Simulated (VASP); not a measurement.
# AlN in VASP: notebook

AlN is run at these levels: PBE; tasks: G0W0 quasiparticle levels.

Program: VASP 6.6.1. These are calculated values, not measurements. Logs are shortened: lines on timing, memory, paths and dates and some standing lists are left out, and cuts for length are marked.

## 1. The cell of the first run

The structure is cubic, space group Fm-3m (No. 225). Conventional cell: a = 4.038 Å, b = 4.038 Å, c = 4.038 Å, α = 90.00°, β = 90.00°, γ = 90.00°. Al (site symmetry m-3m) has 6 N at 2.02 Å within 2.7 Å. Within 2.7 Å of N (site symmetry m-3m) lie 6 Al at 2.02 Å.

## 2. G0W0 quasiparticle levels, PBE

POSCAR reads:

```
AlN
1.0
    0.0000000000      2.0188684521      2.0188684521
    2.0188684521      0.0000000000      2.0188684521
    2.0188684521      2.0188684521      0.0000000000
Al N
1 1
Direct
    0.0000000000      0.0000000000      0.0000000000
    0.5000000000      0.5000000000      0.5000000000
```

INCAR.step1 reads:

```
  PREC = Accurate
  ENCUT = 500
  EDIFF = 1E-8
  ISMEAR = 0
  SIGMA = 0.01
  LREAL = F
  LASPH = T
  NELM = 100
  ALGO = Normal
  LWAVE = T
  LCHARG = F
  GGA = PE
```

INCAR.step2 reads:

```
  PREC = Accurate
  ENCUT = 500
  EDIFF = 1E-8
  ISMEAR = 0
  SIGMA = 0.01
  LREAL = F
  LASPH = T
  NELM = 1
  ALGO = Exact
  LWAVE = T
  LCHARG = F
  GGA = PE
  NBANDS = 72
  LOPTICS = T
  ISTART = 1
```

INCAR.step3 reads:

```
  PREC = Accurate
  ENCUT = 500
  EDIFF = 1E-8
  ISMEAR = 0
  SIGMA = 0.01
  LREAL = F
  LASPH = T
  ALGO = EVGW0
  LWAVE = F
  LCHARG = F
  GGA = PE
  NELMGW = 1
  NBANDS = 72
  ENCUTGW = 150.0
  NOMEGA = 96
  PRECFOCK = Fast
  ISTART = 1
  NBANDSGW = 12
  OMEGAMAX = 20
```

KPOINTS reads:

```
Automatic mesh
0
Gamma
  6 6 6
```

Potentials or basis: VASP PAW PBE potentials, release 64 (Al_GW, N_GW).

Command:

```console
cat potpaw_PBE.64/Al_GW/POTCAR potpaw_PBE.64/N_GW/POTCAR > POTCAR
cp INCAR.step1 INCAR
mpirun -np 1 vasp_std > vasp.out
cp INCAR.step2 INCAR
mpirun -np 1 vasp_std > vasp.out
cp INCAR.step3 INCAR
mpirun -np 1 vasp_std > vasp.out
```

OUTCAR:

```text
PREC = Accurate
   ENCUT = 500
   EDIFF = 1E-8
   ISMEAR = 0
   LREAL = F
   LASPH = T
   GGA = PE
   NELMGW = 1
   ENCUTGW = 150.0
   PRECFOCK = Fast
   ISTART = 1

 ion  position               nearest neighbor table
   1  0.000  0.000  0.000-   2 2.02   2 2.02   2 2.02   2 2.02   2 2.02   2 2.02
   2  0.500  0.500  0.500-   1 2.02   1 2.02   1 2.02   1 2.02   1 2.02   1 2.02

  LATTYP: Found a face centered cubic cell.
 ALAT       =     4.0377369042

  Lattice vectors:

 A1 = (   0.0000000000,   2.0188684521,   2.0188684521)
 A2 = (   2.0188684521,   0.0000000000,   2.0188684521)
 A3 = (   2.0188684521,   2.0188684521,   0.0000000000)

Analysis of symmetry for initial positions (statically):
=====================================================================
 Subroutine PRICEL returns:
 Original cell was already a primitive cell.

 Routine SETGRP: Setting up the symmetry group for a
 face centered cubic supercell.

 Subroutine GETGRP returns: Found 48 space group operations
 (whereof 48 operations were pure point group operations)
 out of a pool of 48 trial point group operations.

The static configuration has the point symmetry O_h .

Analysis of symmetry for dynamics (positions and initial velocities):
=====================================================================
 Subroutine PRICEL returns:
 Original cell was already a primitive cell.

 Routine SETGRP: Setting up the symmetry group for a
 face centered cubic supercell.

 Subroutine GETGRP returns: Found 48 space group operations
 (whereof 48 operations were pure point group operations)
 out of a pool of 48 trial point group operations.

The dynamic configuration has the point symmetry O_h .

 Subroutine INISYM returns: Found 48 space group operations
 (whereof 48 operations are pure point group operations),
 and found     1 'primitive' translations

[... 81 lines left out ...]
   LSORBIT =      F    spin-orbit coupling
   LASPH  =      T    aspherical Exc in radial PAW
   ENCUT  =  500.0 eV  36.75 Ry    6.06 a.u.   5.21  5.21  5.21*2*pi/ulx,y,z
   NELM   =     60;   NELMIN=  2; NELMDL=  0     # of ELM steps
   EDIFF  = 0.1E-07   stopping-criterion for ELM
   LREAL  =      F    real-space projection
   EDIFFG = 0.1E-06   stopping-criterion for IOM
   NSW    =      0    number of steps for IOM
   IBRION =     -1    ionic relax: 0-MD 1-quasi-New 2-CG
   NFREE  =      0    steps in history (QN), initial steepest desc. (CG)
   ISIF   =      0    stress and relaxation
   ISYM   =      3    0-nonsym 1-usesym 2-fastsym
   POTIM  = 0.5000    time-step for ionic-motion
   TEBEG  =    0.0;   TEEND  =   0.0 temperature during run
   PSTRESS=    0.0 pullay stress
   NELECT =       8.0000    total number of electrons
   NUPDOWN=      -1.0000    fix difference up-down
   EMIN   =  10.00;   EMAX   =-10.00  energy-range for DOS
   EFERMI =   0.00;   METHOD = LEGACY
   ISMEAR =     0;   SIGMA  =   0.01  broadening in eV -4-tet -1-fermi 0-gaus
   EFERMI_NEDOS =   21; number of points for ismear=-14 and -15
   IALGO  =     38    algorithm
   IMIX   =      4    mixing-type and parameters
     AMIX     =   0.40;   BMIX     =  1.00
     AMIX_MAG =   1.60;   BMIX_MAG =  1.00
  volume/ion in A,a.u.               =       8.23        55.53
  Fermi-wavevector in a.u.,A,eV,Ry     =   1.287222  2.432497 22.544046  1.656941
  Thomas-Fermi vector in A             =   2.419249
   LORBIT       =      0    0 simple, 1 ext, 2 COOP (PROOUT), +10 PAW based schemes
   GGA     = PE    functional components
   LHFCALC =     T    Hartree Fock is set to
   PRECFOCK=fast      Normal, Fast or Accurate (Low or Medium for compatibility)
   ENCUT4O =  -1.0   cutoff for four orbital integrals eV
   NKREDX  =     1    reduce k-point grid by
   NKREDY  =     1    reduce k-point grid by
   NKREDZ  =     1    reduce k-point grid by
   AEXX    =    1.0000 exact exchange contribution
   HFSCREEN=    0.0000 screening length (either q_TF or 0.3 A-1)
   HFSCREENC=   0.0000 screening length for correlation (either q_TF or 0.3 A-1)
   ENCUTFOCK=  -1.0 apply spherical cutoff to Coloumb kernel
   IVDW    =     0    specifies the selected vdW correction
   LEPSILON=     F    determine dielectric tensor
   LRPA    =     F    only Hartree local field effects (RPA)
   LRPAFORCE           =     F    calculate RPA forces
   ENCUTGW             = 150.0    cutoff for response function in eV
   ENCUTGWSOFT         = 120.0    soft cutoff for Coulomb kernel in GW response function in eV
   ENCUTLF             =  -1.0    cutoff for local field effects
   NELMGW              =     1    number of iterations in solving QP/BSE equation
   NELMHF              =     1    number of iterations in the inner HF iteration
   NKREDLFX            =     1    NKREDLFY  =   1   NKREDLFZ  =   1
 non-spin polarized calculation
 Gauss-broadening in eV      SIGMA  =   0.01
  energy-cutoff  :      500.00
  volume of cell :       16.46
 maximum number of plane-waves:       444
 NGX is ok and might be reduce to    24
  NGX = 14; NGY = 14; NGZ = 14
   NGX = 11   NGY = 11   NGZ = 11
 maximum number of plane-waves:        73
 NGX is ok and might be reduce to    14

 QP shifts <psi_nk| G(iteration)W_0 |psi_nk>: iteration 1
 for sc-GW calculations column KS-energies equals QP-energies in previous step
 and V_xc(KS)=  KS-energies - (<T + V_ion + V_H > + <T+V_H+V_ion>^1  + <V_x>^1)

 k-point   1 :       0.0000    0.0000    0.0000
  band No.  KS-energies  QP-energies   sigma(KS)   V_xc(KS)     V^pw_x(r,r')   Z            occupation Imag(sigma)

      1      -8.8691     -10.4179     -16.8235     -14.6658     -24.9251       0.7178       2.0000       1.2972
      2       8.7227       8.0171     -18.2987     -17.4146     -21.1082       0.7981       2.0000       0.0319
      3       8.7227       8.0171     -18.2987     -17.4146     -21.1082       0.7981       2.0000       0.0319
      4       8.7227       8.0171     -18.2987     -17.4146     -21.1082       0.7981       2.0000       0.0319
      5      14.4637      15.5156     -13.3884     -14.6820      -8.9847       0.8132       0.0000      -0.0474
      6      20.8945      21.7464      -9.7025     -10.7377      -4.5459       0.8230       0.0000      -0.0619
      7      20.8945      21.7464      -9.7025     -10.7377      -4.5459       0.8230       0.0000      -0.0619
      8      20.8945      21.7464      -9.7025     -10.7377      -4.5459       0.8230       0.0000      -0.0619
      9      26.0365      26.3057      -9.2552      -9.6091      -2.6711       0.7608       0.0000      -0.2622
     10      26.5236      27.6326     -10.2084     -11.5830      -4.5080       0.8068       0.0000      -0.1602
     11      26.5236      27.6326     -10.2084     -11.5830      -4.5080       0.8068       0.0000      -0.1602
     12      27.6588      28.5773     -10.0064     -11.2191      -2.8880       0.7575       0.0000      -0.3563
[... 228 lines left out ...]
      1      -4.4834      -5.7446     -18.6683     -17.0052     -26.3247       0.7583       2.0000       0.8468
      2       2.0748       0.8146     -15.3669     -13.7031     -19.4923       0.7574       2.0000       0.0757
      3       4.1688       3.0117     -15.9234     -14.4419     -19.4630       0.7811       2.0000       0.0511
      4       5.0491       3.9991     -16.1216     -14.7866     -19.4082       0.7864       2.0000       0.0459
      5      15.7068      16.7631     -11.3981     -12.6825      -6.8899       0.8225       0.0000      -0.0470
      6      17.0451      17.9057     -11.1106     -12.1569      -6.3983       0.8225       0.0000      -0.0516
      7      21.4075      22.7287     -13.3495     -15.0557      -7.4128       0.7743       0.0000      -0.0891
      8      22.4297      23.5603     -11.0893     -12.5371      -5.0781       0.7809       0.0000      -0.1081
      9      26.7911      27.9387     -11.8128     -13.3259      -4.6715       0.7584       0.0000      -0.3253
     10      30.3664      31.2365     -10.1971     -11.3111      -3.1182       0.7810       0.0000      -0.5431
     11      33.6183      34.8444     -11.1019     -12.6291      -4.0974       0.8029       0.0000      -0.7439
     12      36.3329      37.6744     -11.6946     -13.3977      -3.9150       0.7877       0.0000      -1.0381
```

Wall time 88 s (1 thread of Intel Xeon 6975P-C (Granite Rapids), shared host); peak memory 0.3 GiB.

What came out:

```
Quasiparticle gap                                   : 6.22 eV
Least direct quasiparticle gap                      : 7.50 eV
Band gap of the starting levels on the mesh         : 4.65 eV
Least direct gap of the starting levels on the mesh : 5.74 eV
```

Caveat: the k points lie up to 0.45 Å⁻¹ apart; bands, screening cutoff and mesh are small and nothing is extrapolated, so the quasiparticle values aren't converged; the structure was generated, so it needn't be the stable form of AlN.

(Continued in part 2 of 3.)
